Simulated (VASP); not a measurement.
# Y (P6_3/mmc) in VASP: a series of runs

Runs on Y. Level: r2SCAN. Tasks: single point.

Everything below comes from runs of VASP 6.6.1. Logs are shortened: lines on timing, memory, paths and dates and some standing lists are left out, and cuts for length are marked.

### 1 The cell of the first run

It takes space group P6_3/mmc (No. 194, hexagonal). Conventional cell: a = 3.681 Å, b = 3.681 Å, c = 5.721 Å, α = 90.00°, β = 90.00°, γ = 120.00°. Y (site symmetry -6m2) has 12 Y at 3.56 to 3.68 Å within 4.7 Å.

### 2 Single point, r2SCAN

POSCAR reads:

```
Y
1.0
    3.6808463851      0.0000000000      0.0000000000
   -1.8404231926      3.1877064770      0.0000000000
    0.0000000000      0.0000000000      5.7206466204
Y
2
Direct
    0.3333333333      0.6666666667      0.2500000000
    0.6666666667      0.3333333333      0.7500000000
```

INCAR.step1 reads:

```
  PREC = Accurate
  ENCUT = 520
  ISMEAR = -1
  SIGMA = 0.1
  LREAL = False
  LASPH = True
  NELM = 60
  NBANDS = 18
  GGA = PE
  ALGO = Normal
  EDIFF = 1E-4
  LWAVE = True
  LCHARG = False
```

INCAR.step2 reads:

```
  PREC = Accurate
  ENCUT = 520
  EDIFF = 1E-6
  ISMEAR = -1
  SIGMA = 0.1
  LREAL = False
  LASPH = True
  NELM = 60
  ALGO = Normal
  ISIF = 2
  LWAVE = False
  LCHARG = False
  METAGGA = R2SCAN
  LMIXTAU = True
  NBANDS = 18
  ISTART = 1
```

KPOINTS reads:

```
Automatic mesh
0
Gamma
  8 8 5
```

Potentials or basis: VASP PAW PBE potentials, release 64 (Y_sv).

Command:

```
> cat potpaw_PBE.64/Y_sv/POTCAR > POTCAR
> cp INCAR.step1 INCAR
> mpirun -np 1 vasp_std > vasp.out
> cp INCAR.step2 INCAR
> mpirun -np 1 vasp_std > vasp.out
```

OUTCAR:

```text
PREC = Accurate
   ENCUT = 520
   EDIFF = 1E-6
   ISMEAR = -1
   LREAL = False
   LASPH = True
   NELM = 60
   ISIF = 2
   METAGGA = R2SCAN
   ISTART = 1

 ion  position               nearest neighbor table
   1  0.333  0.667  0.250-   2 3.56   2 3.56   2 3.56   2 3.56   2 3.56   2 3.56
   2  0.667  0.333  0.750-   1 3.56   1 3.56   1 3.56   1 3.56   1 3.56   1 3.56

  LATTYP: Found a hexagonal cell.
 ALAT       =     3.6808463851
 C/A-ratio  =     1.5541660862

  Lattice vectors:

 A1 = (   3.6808463851,   0.0000000000,   0.0000000000)
 A2 = (  -1.8404231926,   3.1877064770,   0.0000000000)
 A3 = (   0.0000000000,   0.0000000000,   5.7206466204)

Analysis of symmetry for initial positions (statically):
=====================================================================
 Subroutine PRICEL returns:
 Original cell was already a primitive cell.

 Routine SETGRP: Setting up the symmetry group for a
 hexagonal supercell.

 Subroutine GETGRP returns: Found 24 space group operations
 (whereof 12 operations were pure point group operations)
 out of a pool of 24 trial point group operations.

The static configuration has the point symmetry D_3d.
 The point group associated with its full space group is D_6h.

Analysis of symmetry for dynamics (positions and initial velocities):
=====================================================================
 Subroutine PRICEL returns:
 Original cell was already a primitive cell.

 Routine SETGRP: Setting up the symmetry group for a
 hexagonal supercell.

 Subroutine GETGRP returns: Found 24 space group operations
 (whereof 12 operations were pure point group operations)
 out of a pool of 24 trial point group operations.

The dynamic configuration has the point symmetry D_3d.
 The point group associated with its full space group is D_6h.

 Subroutine INISYM returns: Found 24 space group operations
 (whereof 12 operations are pure point group operations),
 and found     1 'primitive' translations

----------------------------------------------------------------------------------------

                                     Primitive cell

  volume of cell :      67.1230

  direct lattice vectors                    reciprocal lattice vectors
     3.680846385  0.000000000  0.000000000     0.271676646  0.156852585  0.000000000
    -1.840423193  3.187706477  0.000000000     0.000000000  0.313705169  0.000000000
     0.000000000  0.000000000  5.720646620     0.000000000  0.000000000  0.174805414

  length of vectors
     3.680846385  3.680846385  5.720646620     0.313705169  0.313705169  0.174805414

  position of ions in fractional coordinates (direct lattice)
     0.333333333  0.666666667  0.250000000
     0.666666667  0.333333333  0.750000000

  ion indices of the primitive-cell ions
   primitive index   ion index
                 1           1
                 2           2

----------------------------------------------------------------------------------------

 KPOINTS: Automatic mesh

Automatic generation of k-mesh.
 Grid dimensions read from file:
 generate k-points for:    8    8    5

 Generating k-lattice:

  Cartesian coordinates                     Fractional coordinates (reciprocal lattice)
     0.033959581  0.019606573  0.000000000     0.125000000  0.000000000  0.000000000
     0.000000000  0.039213146  0.000000000     0.000000000  0.125000000  0.000000000
     0.000000000  0.000000000  0.034961083     0.000000000  0.000000000  0.200000000

  Length of vectors
     0.039213146  0.039213146  0.034961083

  Shift w.r.t. Gamma in fractional coordinates (k-lattice)
     0.000000000  0.000000000  0.000000000

 Subroutine IBZKPT returns following result:
 ===========================================

 Found     30 irreducible k-points:

 Following reciprocal coordinates:
            Coordinates               Weight
  0.000000  0.000000  0.000000      1.000000
  0.125000  0.000000  0.000000      6.000000
  0.250000  0.000000  0.000000      6.000000
  0.375000 -0.000000  0.000000      6.000000
  0.500000  0.000000  0.000000      3.000000
  0.125000  0.125000  0.000000      6.000000
[... 16 lines left out ...]
  0.250000  0.000000  0.400000     12.000000
  0.375000 -0.000000  0.400000     12.000000
 [... further k-points ...]
   k-points           NKPTS =     30   k-points in BZ     NKDIM =     30   number of bands    NBANDS=     18
   number of dos      NEDOS =    301   number of ions     NIONS =      2
   total plane-waves  NPLWV =  37632
   dimension x,y,z NGX =    28 NGY =   28 NGZ =   48
   dimension x,y,z NGXF=    56 NGYF=   56 NGZF=   96
   ions per type =               2
   NGX,Y,Z   is equivalent  to a cutoff of  12.65, 12.65, 13.95 a.u.
   NGXF,Y,Z  is equivalent  to a cutoff of  25.29, 25.29, 27.90 a.u.
 SYSTEM =  unknown system
   PREC   = accura    normal or accurate (medium, high low for compatibility)
   ISTART =      1    job   : 0-new  1-cont  2-samecut
   ICHARG =      0    charge: 1-file 2-atom 10-const
   ISPIN  =      1    spin polarized calculation?
   LNONCOLLINEAR =      F non collinear calculations
   LSORBIT =      F    spin-orbit coupling
   LASPH  =      T    aspherical Exc in radial PAW
   ENCUT  =  520.0 eV  38.22 Ry    6.18 a.u.   6.84  6.84 10.64*2*pi/ulx,y,z
   NELM   =     60;   NELMIN=  2; NELMDL=  0     # of ELM steps
   EDIFF  = 0.1E-05   stopping-criterion for ELM
   LREAL  =      F    real-space projection
   EDIFFG = 0.1E-04   stopping-criterion for IOM
   NSW    =      0    number of steps for IOM
   IBRION =     -1    ionic relax: 0-MD 1-quasi-New 2-CG
   NFREE  =      0    steps in history (QN), initial steepest desc. (CG)
   ISIF   =      2    stress and relaxation
   ISYM   =      2    0-nonsym 1-usesym 2-fastsym
   POTIM  = 0.5000    time-step for ionic-motion
   TEBEG  =    0.0;   TEEND  =   0.0 temperature during run
   PSTRESS=    0.0 pullay stress
   NELECT =      22.0000    total number of electrons
   NUPDOWN=      -1.0000    fix difference up-down
   EMIN   =  10.00;   EMAX   =-10.00  energy-range for DOS
   EFERMI =   0.00;   METHOD = LEGACY
   ISMEAR =    -1;   SIGMA  =   0.10  broadening in eV -4-tet -1-fermi 0-gaus
   EFERMI_NEDOS =   21; number of points for ismear=-14 and -15
   IALGO  =     38    algorithm
   IMIX   =      4    mixing-type and parameters
     AMIX     =   0.40;   BMIX     =  1.00
     AMIX_MAG =   1.60;   BMIX_MAG =  1.00
  volume/ion in A,a.u.               =      33.56       226.48
  Fermi-wavevector in a.u.,A,eV,Ry     =   1.128735  2.133000 17.334405  1.274043
  Thomas-Fermi vector in A             =   2.265426
   LORBIT       =      0    0 simple, 1 ext, 2 COOP (PROOUT), +10 PAW based schemes
   METAGGA = R2SCAN    functional components
   LHFCALC =     F    Hartree Fock is set to
   AEXX    =    0.0000 exact exchange contribution
   IVDW    =     0    specifies the selected vdW correction
   LEPSILON=     F    determine dielectric tensor
   LRPA    =     F    only Hartree local field effects (RPA)
 non-spin polarized calculation
  energy-cutoff  :      520.00
  volume of cell :       67.12
 maximum number of plane-waves:      1834
 NGX is ok and might be reduce to    28
   NGX = 13   NGY = 13   NGZ = 21

 number of electron      22.0000000 magnetization

 Free energy of the ion-electron system (eV)
  ---------------------------------------------------
  ext. energy  EPLUGINS =         0.00000000
  ---------------------------------------------------
  free energy    TOTEN  =       -40.59925566 eV

  energy without entropy =      -40.47635144  energy(sigma->0) =      -40.53780355

 E-fermi :   2.9244     XC(G=0):  -9.9799

 val. band max:        2.9151065502   @ k =   0.2500   0.1250   0.0000
 cond. band min:       2.9319428518   @ k =   0.3750   0.2500   0.4000
 fundamental gap:      0.0168363016
 Fermi energy:         2.9244241412

 k-point     1 :       0.0000    0.0000    0.0000
  band No.  band energies     occupation
      1     -41.3036      2.00000
      2     -41.2283      2.00000
      3     -20.9290      2.00000
      4     -20.4503      2.00000
      5     -20.4503      2.00000
      6     -20.3608      2.00000
[... 10 lines left out ...]
     17       5.9626      0.00000
     18       5.9626      0.00000

 k-point     2 :       0.1250    0.0000    0.0000
  band No.  band energies     occupation
      1     -41.2962      2.00000
      2     -41.2259      2.00000
      3     -20.9020      2.00000
      4     -20.5021      2.00000
      5     -20.4681      2.00000
      6     -20.4150      2.00000
[... 10 lines left out ...]
     17       5.7486      0.00000
     18       5.8410      0.00000

 k-point     3 :       0.2500    0.0000    0.0000
  band No.  band energies     occupation
      1     -41.2773      2.00000
      2     -41.2212      2.00000
      3     -20.8291      2.00000
      4     -20.6287      2.00000
      5     -20.5397      2.00000
      6     -20.5088      2.00000
[... 10 lines left out ...]
     17       6.4548      0.00000
     18       6.6467      0.00000

 k-point     4 :       0.3750   -0.0000    0.0000
  band No.  band energies     occupation
      1     -41.2558      2.00000
      2     -41.2190      2.00000
      3     -20.7562      2.00000
      4     -20.7357      2.00000
      5     -20.6571      2.00000
      6     -20.5473      2.00000
[... 375 lines left out ...]
      4     -20.5800      2.00000
      5     -20.4549      2.00000
      6     -20.4335      2.00000
[... 10 lines left out ...]
     17       7.0880      0.00000
     18       7.1574      0.00000

 k-point    23 :       0.2500    0.0000    0.4000
  band No.  band energies     occupation
      1     -41.2580      2.00000
      2     -41.2407      2.00000
      3     -20.7638      2.00000
      4     -20.6795      2.00000
      5     -20.5106      2.00000
      6     -20.4663      2.00000
[... 10 lines left out ...]
     17       7.1501      0.00000
     18       7.2576      0.00000

 k-point    24 :       0.3750   -0.0000    0.4000
  band No.  band energies     occupation
      1     -41.2431      2.00000
      2     -41.2317      2.00000
      3     -20.8352      2.00000
      4     -20.7896      2.00000
      5     -20.5190      2.00000
      6     -20.4982      2.00000
[... 10 lines left out ...]
     17       7.7017      0.00000
     18       7.8188      0.00000

 [... further k-points ...]
[... 5 lines left out ...]
  --------------------------------------------------------------------------------------
  -------------------------------------------------------------------------------------
  Total        0.0205434      0.0205434      0.0598211     -0.0000000      0.0000000     -0.0000000
  in kB        0.4903568      0.4903568      1.4278860     -0.0000000      0.0000000     -0.0000000
  external PRESSURE =       0.8028665 kB  Pullay stress =       0.0000000 kB

 VOLUME and BASIS-vectors are now :
 -----------------------------------------------------------------------------
  energy-cutoff  :      520.00
  volume of cell :       67.12
      direct lattice vectors                 reciprocal lattice vectors
     3.680846385  0.000000000  0.000000000     0.271676646  0.156852585  0.000000000
    -1.840423193  3.187706477  0.000000000     0.000000000  0.313705169  0.000000000
     0.000000000  0.000000000  5.720646620     0.000000000  0.000000000  0.174805414

 POSITION                                       TOTAL-FORCE (eV/Angst)
 -----------------------------------------------------------------------------------
     -0.00000      2.12514      1.43016         0.000000     -0.000000      0.000000
      1.84042      1.06257      4.29048        -0.000000      0.000000      0.000000
 -----------------------------------------------------------------------------------
    total drift:                               -0.000000      0.000000     -0.000000

  FREE ENERGIE OF THE ION-ELECTRON SYSTEM (eV)
  ---------------------------------------------------
  free  energy   TOTEN  =       -40.5992556613 eV

  energy  without entropy=      -40.4763514392  energy(sigma->0) =      -40.53780355
```

Run time: 1.7 min. Hardware: 1 thread of AMD EPYC 9R45 (Zen 5), shared host; peak memory 0.19 GiB.

Results:

- Free energy: -40.5993 eV
- Pressure: 0.1 GPa
- Band gap on the k mesh: zero (band 11 reaches 3.75 eV, above the bottom of band 12 at 2.39 eV)

Caveat: the PAW data sets were made with another functional, which shifts forces and pressure a little.

[end of part 1 of 2]
